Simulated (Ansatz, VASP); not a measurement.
## Ti2Al6H: VASP beside Ansatz

Contents of INCAR:

```
PREC     = Accurate       # precision mode
ENCUT    = 520            # plane-wave cutoff, eV
EDIFF    = 1E-6           # SCF threshold, eV
ISMEAR   = 0              # smearing method
SIGMA    = 0.1            # smearing width, eV
LREAL    = False          # projectors in reciprocal space
LASPH    = True           # aspherical terms in the spheres
NELM     = 60             # most SCF steps
ALGO     = Normal         # electronic algorithm
ISIF     = 2              # what is computed and relaxed
LWAVE    = False          # write WAVECAR
LCHARG   = True           # write CHGCAR
LDIPOL   = True         
IDIPOL   = 3            
DIPOL    = 0.5 0.5 0.308
GGA      = PE             # functional
IVDW     = 12             # dispersion correction
LELF     = True           # ELF
LVHAR    = True         
LVACPOTAV= True         
NBANDS   = 32             # bands
```

KPOINTS

```
regular mesh
0
Gamma
  6 6 1
```

File POSCAR:

```
Ti2Al6H
1.0
    5.0241861190      0.0000000000      0.0000000000
    2.1588814530      4.5367033218      0.0000000000
    0.0000000000      0.0000000000     21.2187109014
Al Ti H
6 2 1
Direct
    0.5000000000      0.0000000000      0.1885128658
    0.0000000000      0.5000000000      0.1885128658
    0.0000000000      0.0000000000      0.2517328341
    0.0000000000      0.5000000000      0.3193548961
    0.5000000000      0.0000000000      0.3193548961
    0.5000000000      0.5000000000      0.3826203646
    0.5000000000      0.5000000000      0.2517328341
    0.0000000000      0.0000000000      0.3797002555
    0.6666666667      1.1666666667      0.4863024408
```

Input for Ansatz:

```yaml
crystal:
  lattice:
    - [5.024186119, 0.0, 0.0]
    - [2.158881453, 4.5367033218, 0.0]
    - [0.0, 0.0, 21.2187109014]
  atoms:
    - { symbol: Al, position: [0.5, 0.0, 0.1885128658] }
    - { symbol: Al, position: [0.0, 0.5, 0.1885128658] }
    - { symbol: Ti, position: [0.5, 0.5, 0.2517328341] }
    - { symbol: Al, position: [0.0, 0.0, 0.2517328341] }
    - { symbol: Al, position: [0.0, 0.5, 0.3193548961] }
    - { symbol: Al, position: [0.5, 0.0, 0.3193548961] }
    - { symbol: Ti, position: [0.0, 0.0, 0.3797002555] }
    - { symbol: Al, position: [0.5, 0.5, 0.3826203646] }
    - { symbol: H, position: [0.6666666667, 1.1666666667, 0.4863024408] }
basis:
  ecutwfc: 420
kpoints:
  mp_grid: { grid: [6, 6, 1] }
hamiltonian:
  xc: pbe
  pseudopotentials: { kind: paw, azcp: { folder: soft_1 } }
  dispersion: d3bj
scf:
  occupations: { method: gaussian, width: 0.1 }
output:
  forces: true
  eigenvalues: true
efield:
  axis: 3
  dipole_correction: true
  ramp_width: 0.04
```

Alike in both runs: task single point; functional PBE; dispersion D3(BJ); k mesh 6 × 6 × 1; occupations gaussian, width 0.1 eV; no spin polarisation.

```csv
,VASP,Ansatz
version,VASP 6.6.1,Ansatz 0.2.0
potentials or method,"VASP PAW PBE potentials, release 64 (Al, Ti_sv, H), cutoff 520 eV","scalar-relativistic, plane waves, PAW"
valence electrons in the cell,43,43
```

```tsv
	VASP	Ansatz	Ansatz less VASP
gap on the k mesh at the Fermi level (eV)	none	none	-
rms of the force components (eV/Å)	0.494	0.493	-0.0002
work function, face that differs most (eV)	4.18	4.18	-0.003
```

A gap of «none» marks a metal or a gap that the smearing closes.
